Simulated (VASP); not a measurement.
## TiCo: single point with LDA

The system is TiCo.

```
Co Ti
1.0
     2.94575    0.00000    0.00000
     0.00000    2.94575    0.00000
     0.00000    0.00000    2.94575
Co Ti
1 1
Direct
  0.50000 0.50000 0.50000
  0.00000 0.00000 0.00000
```

```yaml
Program: VASP 6.6.1
Task: single point
Functional: LDA
Potentials_or_basis: VASP PAW LDA potentials, release 64 (Co, Ti_sv)
Cutoff: 520 eV
k_mesh: 9 × 9 × 9
Occupations: fermi-dirac, width 0.05 eV
Spin: collinear spin, ferromagnetic start
Starting_moments: "[2.0, 1.0] μB"
```

```yaml
Pressure: -8.5 GPa
Net_moment: 0.41 μB per cell
Site_moments: Co +0.41; Ti +0.00 μB
Valence_electrons_inside_the_program's_atomic_spheres: Co 8.39; Ti 10.36
```

Levels at points of the mesh, in eV from the Fermi level:
Spin up:
| k point | band 6 | band 7 | band 8 | band 9 | band 10 | band 11 | band 12 | band 13 | band 14 | band 15 |
| --- | --- | --- | --- | --- | --- | --- | --- | --- | --- | --- |
| (0.00, 0.00, 0.00) | -4.09 | -4.09 | -1.66 | -1.66 | -1.66 | 0.68 | 0.68 | 2.84 | 2.84 | 2.84 |
Spin down:
| k point | band 8 | band 9 | band 10 | band 11 | band 12 | band 13 |
| --- | --- | --- | --- | --- | --- | --- |
| (0.00, 0.00, 0.00) | -1.40 | -1.40 | -1.40 | 0.89 | 0.89 | 2.89 |

It took 18 s on 1 thread of Intel(R) Xeon(R) 6975P-C (Granite Rapids), with other jobs on the host, peak memory 0.15 GiB.
